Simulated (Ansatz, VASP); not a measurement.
## One calculation of Bi, two programs

```
Bi
1.0
     3.01431    0.00000    0.00000
     0.00000    3.01431    0.00000
     0.00000    0.00000    3.01431
Bi
1
Direct
  0.00000 0.00000 0.00000
```

Change from the starting cell: volume scaled by 0.78, LAPW.

Alike in both runs: task single point; functional PBE; k mesh 13 × 13 × 13; occupations fermi-dirac, width 0.08 eV; no spin polarisation.

|  | VASP | Ansatz |
| --- | --- | --- |
| version | VASP 6.6.1 | Ansatz 0.2.0 |
| potentials or method | VASP PAW PBE potentials, release 64 (Bi_d), cutoff 520 eV | all-electron LAPW, scalar-relativistic |

Ansatz gave:

| Item | Value |
| --- | --- |
| pressure (GPa) | 20.7 |

Task: Estimate VASP's values.

Result: Pressure (GPa): 20.6.

Ansatz ran all-electron here, and VASP with PAW potentials.

Spin-orbit coupling is off throughout.
